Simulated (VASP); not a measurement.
# InSbH6 (Amm2) in VASP: settings compared, part 3 of 3

VASP 6.6.1. Earlier steps stand in the parts before.

## Step 5: Single point, r2SCAN+rVV10

This run uses another cell than the first one, of 16.46 Å³/atom, 0.804 times its volume.

POSCAR

```
InSbH6
1.0
    3.7381209811      0.0000000000      0.0000000000
    0.0000000000      4.5557609736      3.8665611259
    0.0000000000     -4.5557609736      3.8665611259
In Sb H
1 1 6
Direct
    0.5000000000      0.6179703772      0.6179703772
    0.0000000000      1.0372438840      1.0372438840
    0.0000000000      1.0433271883      0.3235230128
    0.0000000000      0.3235230128      1.0433271883
    0.0000000000      0.5119751514      0.5119751514
    0.5000000000      0.5119102779     -0.1312148294
    0.5000000000     -0.1312148294      0.5119102779
    0.5000000000      0.0852659379      0.0852659379
```

INCAR.step1

```
  PREC = Accurate
  ENCUT = 520
  ISMEAR = -1
  SIGMA = 0.03
  LREAL = F
  LASPH = T
  NELM = 80
  NBANDS = 22
  GGA = PE
  ALGO = Normal
  EDIFF = 1E-4
  LWAVE = T
  LCHARG = F
```

INCAR.step2

```
  PREC = Accurate
  ENCUT = 520
  EDIFF = 1E-6
  ISMEAR = -1
  SIGMA = 0.03
  LREAL = F
  LASPH = T
  NELM = 80
  ALGO = Normal
  ISIF = 2
  LWAVE = F
  LCHARG = F
  METAGGA = R2SCAN
  LMIXTAU = T
  LUSE_VDW = T
  IVDW_NL = 2
  BPARAM = 11.95
  CPARAM = 0.0093
  NBANDS = 22
  ISTART = 1
```

KPOINTS

```
regular mesh
0
Gamma
  8 6 6
```

Potentials or basis: VASP PAW PBE potentials, release 64 (In_d, Sb, H).

Command:

```console
$ cat potpaw_PBE.64/In_d/POTCAR potpaw_PBE.64/Sb/POTCAR potpaw_PBE.64/H/POTCAR > POTCAR
$ cp INCAR.step1 INCAR
$ mpirun -np 1 vasp_std > vasp.out
$ cp INCAR.step2 INCAR
$ mpirun -np 1 vasp_std > vasp.out
```

OUTCAR:

```text
PREC = Accurate
   ENCUT = 520
   EDIFF = 1E-6
   ISMEAR = -1
   LREAL = F
   LASPH = T
   NELM = 80
   ISIF = 2
   METAGGA = R2SCAN
   IVDW_NL = 2
   BPARAM = 11.95
   ISTART = 1

 ion  position               nearest neighbor table
   1  0.500  0.618  0.618-   6 1.72   7 1.72   5 2.04   5 2.04   2 3.74   2 3.74
   2  0.000  0.037  0.037-   3 1.71   4 1.71   8 1.91   8 1.91   1 3.74   1 3.74
   3  0.000  0.043  0.324-   2 1.71
   4  0.000  0.324  0.043-   2 1.71
   5  0.000  0.512  0.512-   1 2.04   1 2.04
   6  0.500  0.512  0.869-   1 1.72
   7  0.500  0.869  0.512-   1 1.72
   8  0.500  0.085  0.085-   2 1.91   2 1.91

  LATTYP: Found a base centered orthorhombic cell.
 ALAT       =     7.7331222518
 B/A-ratio  =     1.1782462052
 C/A-ratio  =     0.4833909072

  Lattice vectors:

 A1 = (   0.0000000000,   4.5557609736,   3.8665611259)
 A2 = (   0.0000000000,  -4.5557609736,   3.8665611259)
 A3 = (   3.7381209811,   0.0000000000,   0.0000000000)

Analysis of symmetry for initial positions (statically):
=====================================================================
 Subroutine PRICEL returns:
 Original cell was already a primitive cell.

 Routine SETGRP: Setting up the symmetry group for a
 base centered orthorhombic supercell.

 Subroutine GETGRP returns: Found  4 space group operations
 (whereof  4 operations were pure point group operations)
 out of a pool of  8 trial point group operations.

The static configuration has the point symmetry C_2v.

Analysis of symmetry for dynamics (positions and initial velocities):
=====================================================================
[... 136 lines left out ...]
   EFERMI =   0.00;   METHOD = LEGACY
   ISMEAR =    -1;   SIGMA  =   0.03  broadening in eV -4-tet -1-fermi 0-gaus
   EFERMI_NEDOS =   21; number of points for ismear=-14 and -15
   IALGO  =     38    algorithm
   IMIX   =      4    mixing-type and parameters
     AMIX     =   0.40;   BMIX     =  1.00
     AMIX_MAG =   1.60;   BMIX_MAG =  1.00
  volume/ion in A,a.u.               =      16.46       111.09
  Fermi-wavevector in a.u.,A,eV,Ry     =   0.928159  1.753965 11.721125  0.861478
  Thomas-Fermi vector in A             =   2.054305
   LORBIT       =      0    0 simple, 1 ext, 2 COOP (PROOUT), +10 PAW based schemes
   METAGGA = R2SCAN    functional components
   LHFCALC =     F    Hartree Fock is set to
   AEXX    =    0.0000 exact exchange contribution
   IVDW_NL    =     2    kernel type
   BPARAM     =11.9500
   IVDW    =     0    specifies the selected vdW correction
   LEPSILON=     F    determine dielectric tensor
   LRPA    =     F    only Hartree local field effects (RPA)
 non-spin polarized calculation
  energy-cutoff  :      520.00
  volume of cell :      131.69
 maximum number of plane-waves:      3565
 NGX is ok and might be reduce to    28
   NGX = 13   NGY = 23   NGZ = 23

 number of electron      24.0000003 magnetization

 Free energy of the ion-electron system (eV)
  ---------------------------------------------------
  ext. energy  EPLUGINS =         0.00000000
  ---------------------------------------------------
  free energy    TOTEN  =       -65.17190554 eV

  energy without entropy =      -65.17190554  energy(sigma->0) =      -65.17190554

 E-fermi :   1.4171     XC(G=0):  -7.6965

 val. band max:        0.8668359662   @ k =   0.0000  -0.3333   0.3333
 cond. band min:       1.8921939640   @ k =   0.5000   0.5000   0.5000
 fundamental gap:      1.0253579978
 Fermi energy:         1.4170539333

 k-point     1 :       0.0000    0.0000    0.0000
  band No.  band energies     occupation
      1     -14.0126      2.00000
      2     -13.9172      2.00000
      3     -13.8554      2.00000
      4     -13.8428      2.00000
      5     -13.6164      2.00000
      6     -10.4414      2.00000
[... 589 lines left out ...]
     21       8.7944      0.00000
     22       9.8990      0.00000

 [... further k-points ...]
[... 5 lines left out ...]
  --------------------------------------------------------------------------------------
  -------------------------------------------------------------------------------------
  Total        0.1263106      0.0425728      0.0517568      0.0000000      0.0000000      0.0000000
  in kB        1.5366724      0.5179332      0.6296634      0.0000000      0.0000000      0.0000000
  external PRESSURE =       0.8947563 kB  Pullay stress =       0.0000000 kB

 VOLUME and BASIS-vectors are now :
 -----------------------------------------------------------------------------
  energy-cutoff  :      520.00
  volume of cell :      131.69
      direct lattice vectors                 reciprocal lattice vectors
     3.738120981  0.000000000  0.000000000     0.267514081  0.000000000  0.000000000
     0.000000000  4.555760974  3.866561126     0.000000000  0.109751149  0.129313874
     0.000000000 -4.555760974  3.866561126     0.000000000 -0.109751149  0.129313874

 POSITION                                       TOTAL-FORCE (eV/Angst)
 -----------------------------------------------------------------------------------
      1.86906      0.00000      4.77884         0.000000      0.000000      0.022924
      0.00000      0.00000      0.28801         0.000000      0.000000     -0.142271
      0.00000     -1.27651      1.41845         0.000000     -0.060232      0.077076
      0.00000      1.27651      1.41845         0.000000      0.060232      0.077076
      0.00000      0.00000      3.95917         0.000000      0.000000     -0.006564
      1.86906     -1.62584      5.33854         0.000000      0.005536     -0.004150
      1.86906      1.62584      5.33854         0.000000     -0.005536     -0.004150
      1.86906      0.00000      0.65937         0.000000      0.000000     -0.019942
 -----------------------------------------------------------------------------------
    total drift:                                0.000000      0.000000      0.000141

  FREE ENERGIE OF THE ION-ELECTRON SYSTEM (eV)
  ---------------------------------------------------
  free  energy   TOTEN  =       -65.1719055446 eV

  energy  without entropy=      -65.1719055435  energy(sigma->0) =      -65.17190554
```

OUTCAR.step1:

```text
PREC = Accurate
   ENCUT = 520
   ISMEAR = -1
   LREAL = F
   LASPH = T
[... 845 lines left out ...]
      0.00000      0.00000      3.95917         0.000000      0.000000     -0.039452
      1.86906     -1.62584      5.33854         0.000000     -0.082670      0.020852
      1.86906      1.62584      5.33854         0.000000      0.082670      0.020852
      1.86906      0.00000      0.65937         0.000000      0.000000      0.016625
 -----------------------------------------------------------------------------------
    total drift:                                0.000000      0.000000      0.002280

  FREE ENERGIE OF THE ION-ELECTRON SYSTEM (eV)
  ---------------------------------------------------
  free  energy   TOTEN  =       -23.8825135150 eV

  energy  without entropy=      -23.8825135007  energy(sigma->0) =      -23.88251351
```

Run time: 11 min. Hardware: 1 thread of Oxide Virtual Turin-like, shared host; peak memory 0.59 GiB.

Results:

```
Free energy            : -65.1719 eV
Pressure               : 0.1 GPa
Largest force          : 0.142 eV/Å
Band gap on the k mesh : 1.03 eV, indirect (least direct gap 1.66 eV)
```

Forces on the atoms (eV/Å):
```
In   0.000  0.000  0.023
Sb   0.000  0.000 -0.142
H    0.000 -0.060  0.077
H    0.000  0.060  0.077
H    0.000  0.000 -0.007
H    0.000  0.006 -0.004
H    0.000 -0.006 -0.004
H    0.000  0.000 -0.020
```

Stress tensor (GPa, compression positive):
```
0.15 0.00 0.00
0.00 0.05 0.00
0.00 0.00 0.06
```

Levels at points of the mesh, in eV from the valence-band top:
| k point | band 10 | band 11 | band 12 | band 13 | band 14 | band 15 |
| --- | --- | --- | --- | --- | --- | --- |
| (0.00, 0.00, 0.00) | -2.90 | -1.54 | -0.02 | 1.64 | 2.17 | 3.76 |
| (0.50, 0.00, 0.00) | -3.80 | -2.78 | -2.23 | 1.82 | 3.62 | 3.78 |
| (0.00, 0.50, 0.00) | -2.79 | -1.66 | -0.06 | 1.69 | 3.38 | 3.67 |
| (0.50, 0.50, 0.00) | -3.82 | -2.87 | -1.95 | 1.71 | 3.27 | 3.89 |
| (0.00, 0.50, 0.50) | -2.55 | -0.88 | -0.03 | 1.71 | 4.12 | 4.28 |
| (0.50, 0.50, 0.50) | -3.84 | -3.08 | -2.53 | 1.03 | 4.73 | 5.26 |

Caveat: the PAW data sets were made with another functional, which shifts forces and pressure a little; spin-orbit coupling is left out, which moves the levels of the heavy elements. A k mesh can miss the band edges.

## Step 6: Summary

| task | level | cell | k mesh | cutoff (eV) | gap on the mesh (eV) | pressure (GPa) | largest force (eV/Å) |
| --- | --- | --- | --- | --- | --- | --- | --- |
| single point | PBEsol | a = 3.725, b = 6.819, c = 6.819 Å, angles 70.9, 90.0, 90.0°, 8 atoms | 6 × 4 × 4 | 520 | 1.18 | 0.1 | 0.20 |
| single point | r2SCAN+rVV10 | a = 3.738, b = 5.975, c = 5.975 Å, angles 99.4, 90.0, 90.0°, 8 atoms | 6 × 4 × 4 | 520 | 1.02 | 0.1 | 0.16 |
| relaxation of cell and atoms | PBEsol | relaxed from a = 4.256, b = 5.444, c = 5.444 Å, angles 63.3, 90.0, 90.0°, 8 atoms | 6 × 4 × 4 | 600 | none | -0.1 | 0.01 |
| single point | r2SCAN+rVV10 | a = 3.738, b = 5.975, c = 5.975 Å, angles 99.4, 90.0, 90.0°, 8 atoms | 8 × 6 × 6 | 520 | 1.03 | 0.1 | 0.14 |

Alike in all rows: potentials or basis VASP PAW PBE potentials, release 64 (In_d, Sb, H); no spin polarisation; smearing fermi-dirac 0.03 eV.

Caveats: the PAW data sets were made with another functional, which shifts forces and pressure a little; spin-orbit coupling is left out, which moves the levels of the heavy elements; the volume moved by over 15 % at a fixed basis, so the end points are rough (some runs).

Total energies depend on the potentials used, so only differences within one code and one set of settings carry meaning.
